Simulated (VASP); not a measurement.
# AlN (Cc) in VASP: further runs

The runs below take AlN through single point, with PBE.

All numbers are computed with VASP 6.6.1; they aren't measurements. Logs are shortened: lines on timing, memory, paths and dates and some standing lists are left out, and cuts for length are marked.

## (1) The cell of the first run

The structure is monoclinic, space group Cc (No. 9). The conventional cell has a = 3.165 Å, b = 5.421 Å, c = 5.172 Å, α = 90.00°, β = 106.90°, γ = 90.00°. Al (site symmetry 1) has 4 N at 1.87 to 2.04 Å within 2.5 Å. Within 2.5 Å of N (site symmetry 1) lie 4 Al at 1.87 to 2.04 Å.

## (2) Single point, PBE (engineering shear strain xz -0.3000, normal strain along z +0.0200)

Contents of INCAR:

```
SYSTEM = AlN
PREC = Accurate ; ENCUT = 520
EDIFF = 1E-6 ; ISMEAR = 0
SIGMA = 0.05 ; LREAL = .False.
LASPH = .True. ; NELM = 100
ALGO = Normal ; ISIF = 2
LWAVE = .False. ; LCHARG = .False.
GGA = PE ; NBANDS = 16
```

Contents of KPOINTS:

```
Automatic mesh
0
Gamma
  9 9 6
  0 0 0
```

Contents of POSCAR:

```
AlN
1.0
    3.1298889828      0.0000000000     -0.4694833474
   -1.5649444914      2.7105633702      0.2347416737
   -0.7525434444      0.0000000000      5.1172954220
Al N
2 2
Direct
    0.3497519788      0.6648255787      0.0095377882
    0.6849264000      0.3351744213      0.5095377882
    0.3273513442      0.6893810671      0.3754622118
    0.6379702770      0.3106189329      0.8754622118
```

Potentials or basis: VASP PAW PBE potentials, release 64 (Al, N).

Launch:

```console
$ cat potpaw_PBE.64/Al/POTCAR potpaw_PBE.64/N/POTCAR > POTCAR
$ mpirun -np 1 vasp_std > vasp.out
```

OUTCAR:

```text
SYSTEM = AlN
   PREC = Accurate
   ENCUT = 520
   EDIFF = 1E-6
   ISMEAR = 0
   LREAL = .False.
   LASPH = .True.
   NELM = 100
   ISIF = 2
   GGA = PE

 ion  position               nearest neighbor table
   1  0.350  0.665  0.010-   4 1.87   4 1.89   3 1.93   4 2.04   2 2.76   2 2.76   2 3.16   2 3.16

   2  0.685  0.335  0.510-   3 1.87   3 1.89   4 1.93   3 2.04   1 2.76   1 2.76   1 3.16   1 3.16

   3  0.327  0.689  0.375-   2 1.87   2 1.89   1 1.93   2 2.04
   4  0.638  0.311  0.875-   1 1.87   1 1.89   2 1.93   1 2.04

  LATTYP: Found a base centered monoclinic cell.
 ALAT       =     3.1649043679
 B/A-ratio  =     1.7128880087
 C/A-ratio  =     1.6342779818
 COS(beta)  =    -0.2906462786

  Lattice vectors:

 A1 = (   1.5649444914,  -2.7105633702,  -0.2347416737)
 A2 = (   1.5649444914,   2.7105633702,  -0.2347416737)
 A3 = (  -0.7525434444,   0.0000000000,   5.1172954220)

Analysis of symmetry for initial positions (statically):
=====================================================================
 Subroutine PRICEL returns:
 Original cell was already a primitive cell.

 Routine SETGRP: Setting up the symmetry group for a
 base centered monoclinic supercell.

 Subroutine GETGRP returns: Found  2 space group operations
 (whereof  1 operations were pure point group operations)
 out of a pool of  4 trial point group operations.

The static configuration has the point symmetry C_1 .
 The point group associated with its full space group is C_1h.

Analysis of symmetry for dynamics (positions and initial velocities):
=====================================================================
 Subroutine PRICEL returns:
 Original cell was already a primitive cell.

 Routine SETGRP: Setting up the symmetry group for a
 base centered monoclinic supercell.

 Subroutine GETGRP returns: Found  2 space group operations
 (whereof  1 operations were pure point group operations)
 out of a pool of  4 trial point group operations.

The dynamic configuration has the point symmetry C_1 .
 The point group associated with its full space group is C_1h.

 Subroutine INISYM returns: Found  2 space group operations
 (whereof  1 operations are pure point group operations),
 and found     1 'primitive' translations

----------------------------------------------------------------------------------------

                                     Primitive cell

  volume of cell :      42.4563

  direct lattice vectors                    reciprocal lattice vectors
     3.129888983  0.000000000 -0.469483347     0.326706920  0.184463498  0.048045135
    -1.564944491  2.710563370  0.234741674     0.000000000  0.368926995  0.000000000
    -0.752543444  0.000000000  5.117295422     0.029973540  0.000000000  0.199823600

  length of vectors
     3.164904368  3.138679451  5.172333523     0.378249295  0.368926995  0.202059110

  position of ions in fractional coordinates (direct lattice)
     0.349751979  0.664825579  0.009537788
     0.684926400  0.335174421  0.509537788
     0.327351344  0.689381067  0.375462212
     0.637970277  0.310618933  0.875462212

  ion indices of the primitive-cell ions
   primitive index   ion index
                 1           1
                 2           2
                 3           3
                 4           4

----------------------------------------------------------------------------------------

 KPOINTS: Automatic mesh

Automatic generation of k-mesh.
 Grid dimensions read from file:
 generate k-points for:    9    9    6

 Generating k-lattice:

  Cartesian coordinates                     Fractional coordinates (reciprocal lattice)
     0.036300769  0.020495944  0.005338348     0.111111111  0.000000000  0.000000000
     0.000000000  0.040991888  0.000000000     0.000000000  0.111111111  0.000000000
     0.004995590  0.000000000  0.033303933     0.000000000  0.000000000  0.166666667

  Length of vectors
     0.042027699  0.040991888  0.033676518

  Shift w.r.t. Gamma in fractional coordinates (k-lattice)
     0.000000000  0.000000000  0.000000000

 Subroutine IBZKPT returns following result:
 ===========================================

 Found    140 irreducible k-points:

 Following reciprocal coordinates:
            Coordinates               Weight
  0.000000  0.000000  0.000000      1.000000
  0.111111 -0.000000  0.000000      4.000000
  0.222222 -0.000000 -0.000000      4.000000
  0.333333 -0.000000  0.000000      4.000000
  0.444444 -0.000000 -0.000000      4.000000
  0.000000  0.111111  0.000000      2.000000
[... 16 lines left out ...]
  0.333333  0.333333  0.000000      2.000000
  0.000000  0.444444  0.000000      2.000000
 [... further k-points ...]
   k-points           NKPTS =    140   k-points in BZ     NKDIM =    140   number of bands    NBANDS=     16
   number of dos      NEDOS =    301   number of ions     NIONS =      4
   total plane-waves  NPLWV =  23040
   dimension x,y,z NGX =    24 NGY =   24 NGZ =   40
   dimension x,y,z NGXF=    48 NGYF=   48 NGZF=   80
   ions per type =               2   2
   NGX,Y,Z   is equivalent  to a cutoff of  12.61, 12.71, 12.86 a.u.
   NGXF,Y,Z  is equivalent  to a cutoff of  25.21, 25.42, 25.71 a.u.
 SYSTEM =  AlN
   PREC   = accura    normal or accurate (medium, high low for compatibility)
   ISTART =      0    job   : 0-new  1-cont  2-samecut
   ICHARG =      2    charge: 1-file 2-atom 10-const
   ISPIN  =      1    spin polarized calculation?
   LNONCOLLINEAR =      F non collinear calculations
   LSORBIT =      F    spin-orbit coupling
   LASPH  =      T    aspherical Exc in radial PAW
   ENCUT  =  520.0 eV  38.22 Ry    6.18 a.u.   5.88  5.84  9.62*2*pi/ulx,y,z
   NELM   =    100;   NELMIN=  2; NELMDL= -5     # of ELM steps
   EDIFF  = 0.1E-05   stopping-criterion for ELM
   LREAL  =      F    real-space projection
   EDIFFG = 0.1E-04   stopping-criterion for IOM
   NSW    =      0    number of steps for IOM
   IBRION =     -1    ionic relax: 0-MD 1-quasi-New 2-CG
   NFREE  =      0    steps in history (QN), initial steepest desc. (CG)
   ISIF   =      2    stress and relaxation
   ISYM   =      2    0-nonsym 1-usesym 2-fastsym
   POTIM  = 0.5000    time-step for ionic-motion
   TEBEG  =    0.0;   TEEND  =   0.0 temperature during run
   PSTRESS=    0.0 pullay stress
   NELECT =      16.0000    total number of electrons
   NUPDOWN=      -1.0000    fix difference up-down
   EMIN   =  10.00;   EMAX   =-10.00  energy-range for DOS
   EFERMI =   0.00;   METHOD = LEGACY
   ISMEAR =     0;   SIGMA  =   0.05  broadening in eV -4-tet -1-fermi 0-gaus
   EFERMI_NEDOS =   21; number of points for ismear=-14 and -15
   IALGO  =     38    algorithm
   IMIX   =      4    mixing-type and parameters
     AMIX     =   0.40;   BMIX     =  1.00
     AMIX_MAG =   1.60;   BMIX_MAG =  1.00
  volume/ion in A,a.u.               =      10.61        71.63
  Fermi-wavevector in a.u.,A,eV,Ry     =   1.182499  2.234600 19.025091  1.398305
  Thomas-Fermi vector in A             =   2.318752
   LORBIT       =      0    0 simple, 1 ext, 2 COOP (PROOUT), +10 PAW based schemes
   GGA     = PE    functional components
   LHFCALC =     F    Hartree Fock is set to
   AEXX    =    0.0000 exact exchange contribution
   IVDW    =     0    specifies the selected vdW correction
   LEPSILON=     F    determine dielectric tensor
   LRPA    =     F    only Hartree local field effects (RPA)
 non-spin polarized calculation
 Gauss-broadening in eV      SIGMA  =   0.05
  energy-cutoff  :      520.00
  volume of cell :       42.46
 maximum number of plane-waves:      1155
   NGX = 11   NGY = 11   NGZ = 19

 number of electron      16.0000001 magnetization

 Free energy of the ion-electron system (eV)
  ---------------------------------------------------
  ext. energy  EPLUGINS =         0.00000000
  ---------------------------------------------------
  free energy    TOTEN  =       -28.60075124 eV

  energy without entropy =      -28.60075124  energy(sigma->0) =      -28.60075124

 E-fermi :   7.0822     XC(G=0): -10.9090

 val. band max:        6.8310816765   @ k =   0.0000   0.0000   0.0000
 cond. band min:       9.2797360105   @ k =   0.0000   0.0000   0.0000
 fundamental gap:      2.4486543340
 Fermi energy:         7.0821835189

 k-point     1 :       0.0000    0.0000    0.0000
  band No.  band energies     occupation
      1      -8.9889      2.00000
      2      -6.7402      2.00000
      3       0.2067      2.00000
      4       5.0593      2.00000
      5       5.4837      2.00000
      6       5.5942      2.00000
[... 8 lines left out ...]
     15      18.3513      0.00000
     16      19.7017      0.00000

 k-point     2 :       0.1111   -0.0000    0.0000
  band No.  band energies     occupation
      1      -8.8261      2.00000
      2      -6.6763      2.00000
      3       0.4182      2.00000
      4       4.5370      2.00000
      5       4.9379      2.00000
      6       5.1933      2.00000
[... 8 lines left out ...]
     15      18.4523      0.00000
     16      19.8067      0.00000

 k-point     3 :       0.2222   -0.0000   -0.0000
  band No.  band energies     occupation
      1      -8.3656      2.00000
      2      -6.5116      2.00000
      3       0.9748      2.00000
      4       3.0668      2.00000
      5       3.7131      2.00000
      6       4.7586      2.00000
[... 8 lines left out ...]
     15      18.8682      0.00000
     16      19.8150      0.00000

 k-point     4 :       0.3333   -0.0000    0.0000
  band No.  band energies     occupation
      1      -7.7074      2.00000
      2      -6.3432      2.00000
      3       1.3386      2.00000
      4       1.6351      2.00000
      5       3.0453      2.00000
      6       4.3841      2.00000
[... 8 lines left out ...]
     15      19.2899      0.00000
     16      19.5372      0.00000
[... 324 lines left out ...]
 k-point    22 :       0.2222    0.3333   -0.0000
  band No.  band energies     occupation
      1      -6.8538      2.00000
      2      -6.2815      2.00000
      3       1.2931      2.00000
      4       1.9119      2.00000
      5       2.7076      2.00000
      6       3.2058      2.00000
[... 8 lines left out ...]
     15      19.5469      0.00000
     16      20.4379      0.00000

 k-point    23 :       0.3333    0.3333    0.0000
  band No.  band energies     occupation
      1      -6.5026      2.00000
      2      -6.4501      2.00000
      3       1.4153      2.00000
      4       1.6415      2.00000
      5       2.2504      2.00000
      6       2.7611      2.00000
[... 8 lines left out ...]
     15      19.7848      0.00000
     16      19.8694      0.00000

 k-point    24 :       0.0000    0.4444    0.0000
  band No.  band energies     occupation
      1      -7.1228      2.00000
      2      -6.2969      2.00000
      3       1.0374      2.00000
      4       1.8774      2.00000
      5       2.7189      2.00000
      6       3.9905      2.00000
[... 8 lines left out ...]
     15      20.6335      0.00000
     16      21.5706      0.00000

 [... further k-points ...]
[... 5 lines left out ...]
  --------------------------------------------------------------------------------------
  -------------------------------------------------------------------------------------
  Total       -3.7068309      0.4255621      1.6162517      0.0000000      0.0000000      7.2359240
  in kB     -139.8851575     16.0594902     60.9927014      0.0000000      0.0000000    273.0630025
  external PRESSURE =     -20.9443220 kB  Pullay stress =       0.0000000 kB

 VOLUME and BASIS-vectors are now :
 -----------------------------------------------------------------------------
  energy-cutoff  :      520.00
  volume of cell :       42.46
      direct lattice vectors                 reciprocal lattice vectors
     3.129888983  0.000000000 -0.469483347     0.326706920  0.184463498  0.048045135
    -1.564944491  2.710563370  0.234741674     0.000000000  0.368926995  0.000000000
    -0.752543444  0.000000000  5.117295422     0.029973540  0.000000000  0.199823600

 POSITION                                       TOTAL-FORCE (eV/Angst)
 -----------------------------------------------------------------------------------
      0.04709      1.80205      0.04067         0.000597      0.000011     -0.003804
      1.23576      0.90851      2.36457         0.000597     -0.000011     -0.003804
     -0.33682      1.86861      1.92949        -0.000597     -0.000287      0.003804
      0.85185      0.84195      4.25340        -0.000597      0.000287      0.003804
 -----------------------------------------------------------------------------------
    total drift:                               -0.000474     -0.000000     -0.000364

  FREE ENERGIE OF THE ION-ELECTRON SYSTEM (eV)
  ---------------------------------------------------
  free  energy   TOTEN  =       -28.6007512447 eV

  energy  without entropy=      -28.6007512447  energy(sigma->0) =      -28.60075124
```

It took 29 s on 1 thread of Intel Xeon Platinum 8481C at 2.70GHz (Sapphire Rapids), shared host; peak memory 0.2 GiB.

Results:

```
Free energy            : -28.6008 eV
Pressure               : -2.1 GPa
Largest force          : 0.004 eV/Å
Band gap on the k mesh : 2.45 eV, direct
```

Forces in eV/Å, atoms in the order of the input:
```
Al   0.001  0.000 -0.004
Al   0.001  0.000 -0.004
N   -0.001  0.000  0.004
N   -0.001  0.000  0.004
```

Stress tensor (GPa, compression positive):
```
-13.99   0.00  27.31
  0.00   1.61   0.00
 27.31   0.00   6.10
```

Caveat: the cell differs from its parent crystal (engineering shear strain xz -0.3000, normal strain along z +0.0200). A k mesh can miss the band edges.

(Part 1 of 2 ends here.)
